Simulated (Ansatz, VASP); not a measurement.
**One calculation of KBr, two programs**

```
CELL_PARAMETERS angstrom
0.00000 3.45713 3.37481
3.45713 0.00000 3.37481
3.45713 3.45713 0.00000
ATOMIC_POSITIONS crystal
K 0.00000 0.00000 0.00000
Br 0.50000 0.50000 0.50000
```

Change from the starting cell: strain +0.050 along x and y, +0.025 along z, atoms carried along.

Alike in both runs: task single point; functional PBE; k mesh 6 × 6 × 6; occupations gaussian, width 0.05 eV; no spin polarisation.

|  | VASP | Ansatz |
| --- | --- | --- |
| version | VASP 6.6.1 | Ansatz 0.2.0 |
| potentials or method | VASP PAW PBE potentials, release 64 (K_sv, Br), cutoff 520 eV | scalar-relativistic, plane waves, PAW |
| valence electrons in the cell | 16 | 16 |

VASP gave:

* gap on the k mesh at the Fermi level (eV): 4.14
* least direct gap on the mesh (eV): 4.14
* pressure (GPa): -0.7
* traceless stress, the component that is largest in VASP (GPa): 0.29

Estimate Ansatz's values.

gap on the k mesh at the Fermi level (eV): 4.14; least direct gap on the mesh (eV): 4.14; pressure (GPa): -0.8; traceless stress, the component that is largest in VASP (GPa): 0.28.

The functional is the same, so the differences come from potentials, cutoffs and numerics.
